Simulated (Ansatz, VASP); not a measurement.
## One calculation of Ga2Te4Pb, two programs

```
Pb Ga Te
1.0
     0.00000    6.20020    0.00000
     6.20020    0.00000    0.00000
     3.10010    3.10010   -6.00889
Pb Ga Te
1 2 4
Direct
  0.00000 0.00000 0.00000
  0.75000 0.25000 0.50000
  0.50000 0.50000 0.00000
  0.41658 0.44412 0.70403
  0.55588 0.12061 0.29597
  0.87939 0.85185 0.70403
  0.14815 0.58342 0.29597
```

Alike in both runs: functional r2SCAN; k mesh 5 × 5 × 5; no spin polarisation.

Ansatz relaxed the structure, and its values are those at the end. VASP's run is a single point on that final structure, the one shown.

```csv
,VASP,Ansatz
version,VASP 6.6.1,Ansatz 0.2.0
potentials or method,"VASP PAW PBE potentials, release 64 (Pb_d, Ga_d, Te), cutoff 520 eV",PAW plane waves
occupations,"fermi-dirac, width 0.1 eV",fermi-dirac
valence electrons in the cell,64,104
```

|  | VASP | Ansatz | Ansatz less VASP |
| --- | --- | --- | --- |
| pressure (GPa) | 3.0 | 3.0 | -0.04 |
| rms of the force components (eV/Å) | 0.005 | 0.001 | -0.0042 |

VASP's potentials were made for PBE, not for r2SCAN. VASP's potentials hold 64 valence electrons a cell and Ansatz's 104, so a difference there can come from the potentials and not from the codes. Ansatz's warnings: stress scf threshold loose.

Spin-orbit coupling is off throughout.
